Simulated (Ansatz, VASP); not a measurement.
SnO in VASP and in Ansatz

```
CELL_PARAMETERS angstrom
3.82015 0.00030 0.00000
-0.00031 3.82015 0.00000
0.00000 0.00000 22.22608
ATOMIC_POSITIONS crystal
Sn 0.99995 0.99995 0.20246
Sn 0.49995 0.49995 0.30878
Sn 0.49995 0.99995 0.50675
Sn 0.99995 0.49995 0.61307
O 0.99995 0.49995 0.25562
O 0.49995 0.99995 0.25562
O 0.49994 0.49994 0.55991
O 0.99994 0.99994 0.55991
```

Alike in both runs: task single point; functional PBE; dispersion D3(BJ); k mesh 7 × 7 × 1; occupations gaussian, width 0.05 eV; no spin polarisation.

|  | VASP | Ansatz |
| --- | --- | --- |
| version | VASP 6.6.1 | Ansatz 0.2.0 |
| potentials or method | VASP PAW PBE potentials, release 64 (Sn_d, O), cutoff 520 eV | scalar-relativistic, plane waves, PAW |
| valence electrons in the cell | 80 | 80 |

|  | VASP | Ansatz | Ansatz less VASP |
| --- | --- | --- | --- |
| gap on the k mesh at the Fermi level (eV) | 2.59 | 2.61 | +0.028 |
| least direct gap on the mesh (eV) | 2.61 | 2.65 | +0.043 |
| rms of the force components (eV/Å) | 0.049 | 0.016 | -0.0338 |

Ansatz's warnings: structure snapped to symmetry.
